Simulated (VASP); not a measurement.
Wanted: the native input for a VASP 6.6.1 run.

* Task: relaxation of cell and atoms
* Functional: PBE
* Potentials or basis: VASP PAW PBE potentials, release 64 (Sc_sv, In_d, Sb)
* Cutoff: 600 eV
* k mesh: 4 × 4 × 4
* Occupations: gaussian, width 0.1 eV
* Spin: no spin polarisation
* Dipole correction: no
* Further INCAR settings: ALGO = Fast; EDIFF = 1e-07; IBRION = 2; EDIFFG = -0.04; NSW = 90; ISIF = 3

The structure of Sc4InSb lies in POSCAR:

```
Sc4InSb
1.0
    0.0000000000      3.8873883800      3.8873883800
    3.8873883800      0.0000000000      3.8873883800
    3.8873883800      3.8873883800      0.0000000000
Sc In Sb
4 1 1
Direct
    0.8727561500      0.3757479500      0.3757479500
    0.3757479500      0.3757479500      0.3757479500
    0.3757479500      0.8727561500      0.3757479500
    0.3757479500      0.3757479500      0.8727561500
    0.0000000000      0.0000000000      0.0000000000
    0.7500000000      0.7500000000      0.7500000000
```

The cell was generated, and may not be a known phase.

The input as run:

INCAR

```
SYSTEM = Sc4InSb
PREC = Accurate
ENCUT = 600
EDIFF = 1E-7
ISMEAR = 0
SIGMA = 0.1
LREAL = .FALSE.
LASPH = .TRUE.
NELM = 80
ALGO = Fast
ISIF = 3
LWAVE = .FALSE.
LCHARG = .FALSE.
GGA = PE
IBRION = 2
NSW = 90
EDIFFG = -0.04
```

KPOINTS

```
Automatic mesh
0
G
  4 4 4
  0 0 0
```

Potentials or basis: VASP PAW PBE potentials, release 64 (Sc_sv, In_d, Sb).

Run with:

```bash
$ cat potpaw_PBE.64/Sc_sv/POTCAR potpaw_PBE.64/In_d/POTCAR potpaw_PBE.64/Sb/POTCAR > POTCAR
$ mpirun -np 1 vasp_std > vasp.out
```

It gave:

- Relaxed volume: 24.12 Å³/atom
- Relaxed cell: a = 5.893 Å, b = 5.893 Å, c = 5.893 Å, α = 60.00°, β = 60.00°, γ = 60.00°
- Space group after relaxing (to 0.1 Å): F-43m (No. 216)
- Energy gained by relaxing: 187.6 meV/atom
- Ionic steps: 3
- Pressure after relaxing: 0.2 GPa
- Largest force after relaxing: 0.029 eV/Å
- Band gap on the k mesh: zero (bands 31 and 32 overlap by 0.58 eV)

Caveat: the volume moved by over 15 % at a fixed basis, so the end points are rough; spin-orbit coupling is left out, which moves the levels of the heavy elements.

Run time: 7.6 min on 1 thread of Intel(R) Xeon(R) Platinum 8488C (Sapphire Rapids), with other jobs on the host, peak memory 0.37 GiB.
